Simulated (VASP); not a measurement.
Here is a VASP 6.6.1 calculation.

INCAR

```
  ALGO = Normal
  EDIFF = 1E-7
  EDIFFG = -0.04
  ENCUT = 600
  GGA = PE
  IBRION = 2
  ISIF = 3
  ISMEAR = 0
  LASPH = True
  LCHARG = False
  LREAL = False
  LWAVE = False
  NELM = 100
  NSW = 90
  PREC = Accurate
  SIGMA = 0.1
```

Contents of KPOINTS:

```
k-points
0
Gamma
  6 6 6
```

File POSCAR:

```
SiC
1.0
    2.9059234529      0.0000000000      0.0000000000
   -1.4529617264      2.5166035317      0.0000000000
    0.0000000000      0.0000000000      2.4965105095
Si C
1 1
Direct
    0.3333333333      0.6666666667      0.0000000000
    0.6666666667      0.3333333333      0.5000000000
```

Potentials or basis: VASP PAW PBE potentials, release 64 (Si, C).

Run with:

```bash
$ cat potpaw_PBE.64/Si/POTCAR potpaw_PBE.64/C/POTCAR > POTCAR
$ mpirun -np 1 vasp_std > vasp.out
```

(1) Estimate the relaxed volume.

(2) Predict the band gap on the k mesh.

(3) Predict the space group after relaxing (to 0.05 Å).

## Answers

(1) 9.09 Å³/atom.

(2) zero (band 4 reaches 12.64 eV, above the bottom of band 5 at 8.82 eV).

(3) P-6m2 (No. 187).

Caveat: the k points lie up to 0.42 Å⁻¹ apart in the final cell.
